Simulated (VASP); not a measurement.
Write the native input for VASP 6.6.1 that does the following.

| Item | Value |
| --- | --- |
| Task | single point |
| Functional | PBE |
| Potentials or basis | VASP PAW PBE potentials, release 64 (Y_sv) |
| Cutoff | 520 eV |
| k mesh | 14 × 14 × 13 |
| Occupations | fermi-dirac, width 0.05 eV |
| Spin | no spin polarisation |
| Dipole correction | no |
| Further INCAR settings | ALGO = Normal; EDIFF = 1e-07; NBANDS = 12 |

The structure of Y lies in POSCAR:

```
Y
1.0
    2.9885389699      0.0000000000      0.0000000000
   -1.4942694849      2.5881506681      0.0000000000
    0.0000000000      0.0000000000      2.8299804482
Y
1
Direct
    0.0000000000      0.0000000000      0.0000000000
```

This cell differs from its parent crystal: volume scaled by 0.65.

The input as run:

INCAR

```
ALGO = Normal
EDIFF = 1E-7
ENCUT = 520
GGA = PE
ISIF = 2
ISMEAR = -1
LASPH = T
LCHARG = T
LELF = T
LREAL = F
LVHAR = T
LWAVE = F
NBANDS = 12
NELM = 60
PREC = Accurate
SIGMA = 0.05
```

KPOINTS

```
k-points
0
Gamma
  14 14 13
```

Potentials or basis: VASP PAW PBE potentials, release 64 (Y_sv).

The run is started by

```sh
$ cat potpaw_PBE.64/Y_sv/POTCAR > POTCAR
$ mpirun -np 1 vasp_std > vasp.out
```

It gave:

```yaml
Pressure: 26.9 GPa
```

Run time: 27 s on 1 thread of AMD EPYC 9R45 96-Core Processor (Zen 5), with other jobs on the host, peak memory 0.16 GiB.
